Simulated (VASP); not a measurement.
# AlN: vibrations by perturbation theory with PBEsol

AlN:

```
Al N
1.0
     0.00000    2.19957    2.19957
     2.19957    0.00000    2.19957
     2.19957    2.19957    0.00000
Al N
1 1
Direct
  0.00000 0.00000 0.00000
  0.25000 0.25000 0.25000
```

This cell differs from its parent crystal: volume scaled by 1.015.

- Program: VASP 6.6.1
- Task: vibrations by perturbation theory
- Functional: PBEsol
- Potentials or basis: VASP PAW PBE potentials, release 64 (Al, N)
- Cutoff: 520 eV
- k mesh: 8 × 8 × 8
- Occupations: gaussian, width 0.01 eV
- Spin: no spin polarisation
- Dipole correction: no
- Further INCAR settings: ALGO = Normal; EDIFF = 1e-08; IBRION = 8; NSW = 1

```json
{"Highest phonon frequency at Γ, LO-TO splitting left out": "638 cm⁻¹"}
```

Phonon frequencies in cm⁻¹ (negative: imaginary):
```csv
q point,frequencies
"(0.000, 0.000, 0.000)",0 0 0 638 638 638
```

Run time: 25 s on 1 thread of Intel(R) Xeon(R) Platinum 8488C (Sapphire Rapids), on a shared host, peak memory 0.17 GiB.

Caveat: the cell wasn't relaxed at this level first, which shifts response properties.
